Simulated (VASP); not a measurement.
The system is YHf2O2.

```
Y Hf O
1.0
     4.14989    0.00000    0.00000
    -2.07495    3.59391    0.00000
     0.00000    0.00000    6.77563
Y Hf O
1 2 2
Direct
  0.00000 0.00000 0.00000
  0.66667 0.33333 0.63047
  0.33333 0.66667 0.36953
  0.66667 0.33333 0.24898
  0.33333 0.66667 0.75102
```

The cell was built from a structure type or drawn by symmetry, and may not be a known phase.

| Quantity | Value |
| --- | --- |
| Program | VASP 6.6.1 |
| Task | relaxation of cell and atoms |
| Functional | PBE |
| Potentials or basis | VASP PAW PBE potentials, release 64 (Y_sv, Hf_pv, O) |
| Cutoff | 600 eV |
| k mesh | 6 × 6 × 4 |
| Occupations | gaussian, width 0.1 eV |
| Spin | no spin polarisation |

At the start: pressure -19.1 GPa; volume 20.21 Å³/atom.

Question: How do energy, volume and symmetry change on relaxing?

Answer: Over 33 steps the energy falls by 1173.0 meV/atom and the volume is 14.87 Å³/atom (-26.4 %); space group P-3m1 (No. 164, to 0.1 Å) before and after.

Step by step:
```csv
step,energy change (eV),largest force (eV/Å),pressure (GPa),volume (Å³)
1,0.0000,1.2085,-19.07,101.05
2,-2.0463,2.3016,16.23,69.69
3,-2.2644,2.2109,2.79,75.39
4,-2.7077,0.2813,5.80,74.55
5,-2.7478,0.6500,8.63,74.16
6,-3.2053,0.8271,-0.07,80.84
7,-3.3817,0.5912,-5.32,87.11
8,-3.6443,0.7154,-4.25,88.46
9,-3.6747,0.8435,-3.63,88.90
10,-3.7725,1.0099,-1.42,86.41
11,-3.9151,2.0255,6.91,79.23
12,-3.9564,2.0842,6.99,78.81
13,-4.0748,2.2222,7.28,77.56
14,-4.2359,2.3119,8.95,75.10
15,-3.9703,3.3423,17.63,70.33
16,-4.2449,2.3058,10.19,74.17
17,-4.4297,2.1726,7.24,74.92
18,-4.8409,1.7342,-0.53,77.17
19,-5.0216,2.4198,-10.31,81.78
20,-5.2307,2.2948,-9.50,80.89
21,-5.4088,2.0782,-6.82,79.40
22,-5.4171,2.0113,-5.77,79.00
23,-5.5727,1.8226,-4.08,77.45
24,-5.8134,0.8530,3.40,72.90
25,-5.8137,0.7589,4.03,72.60
26,-5.8553,0.1729,1.43,73.63
27,-5.8584,0.2210,0.52,74.02
28,-5.8611,0.1727,0.12,74.21
29,-5.8627,0.0874,-0.62,74.59
30,-5.8640,0.0854,-0.07,74.37
31,-5.8641,0.0847,0.07,74.31
32,-5.8647,0.0402,0.06,74.33
33,-5.8649,0.0122,0.01,74.36
```

Final structure:
```yaml
crystal:
  lattice:
    - [3.24919, 0.00000, 0.00000]
    - [-1.62460, 2.81388, 0.00000]
    - [0.00000, 0.00000, 8.13266]
  atoms:
    - { symbol: Y, position: [0.00000, 0.00000, 0.00000] }
    - { symbol: Hf, position: [0.66667, 0.33333, 0.65350] }
    - { symbol: Hf, position: [0.33333, 0.66667, 0.34651] }
    - { symbol: O, position: [0.66667, 0.33333, 0.17288] }
    - { symbol: O, position: [0.33333, 0.66667, 0.82712] }
```

Caveat: the volume moved by over 15 % at a fixed basis, so the end points are rough; an odd number of electrons without spin polarisation forces a metal; a magnetic or distorted state may lie lower.
